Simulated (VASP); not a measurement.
Input of a VASP 6.6.1 run:

The input INCAR:

```
PREC = Accurate
ENCUT = 520
EDIFF = 1E-8
ISMEAR = -1
SIGMA = 0.01
LREAL = False
LASPH = True
NELM = 100
ALGO = Normal
ISIF = 2
LWAVE = False
LCHARG = False
GGA = PS
LEFG = True
NBANDS = 17
```

KPOINTS

```
regular mesh
0
Gamma
  7 7 7
```

Contents of POSCAR:

```
SnSe
1.0
    0.0000000000      2.9485541872      2.9485541872
    2.9485541872      0.0000000000      2.9485541872
    2.9485541872      2.9485541872      0.0000000000
Sn Se
1 1
Direct
    0.0000000000      0.0000000000      0.0000000000
    0.5000000000      0.5000000000      0.5000000000
```

Potentials or basis: VASP PAW PBE potentials, release 64 (Sn_d, Se).

Run with:

```sh
$ cat potpaw_PBE.64/Sn_d/POTCAR potpaw_PBE.64/Se/POTCAR > POTCAR
$ mpirun -np 1 vasp_std > vasp.out
```

Problem. Predict the pressure.

Solution. 1.5 GPa.

Caveat: without QUAD_EFG the Cq values of the log hold for a quadrupole moment of 1 mb, not for the nuclei; the PAW data sets were made with another functional, which shifts forces and pressure a little.
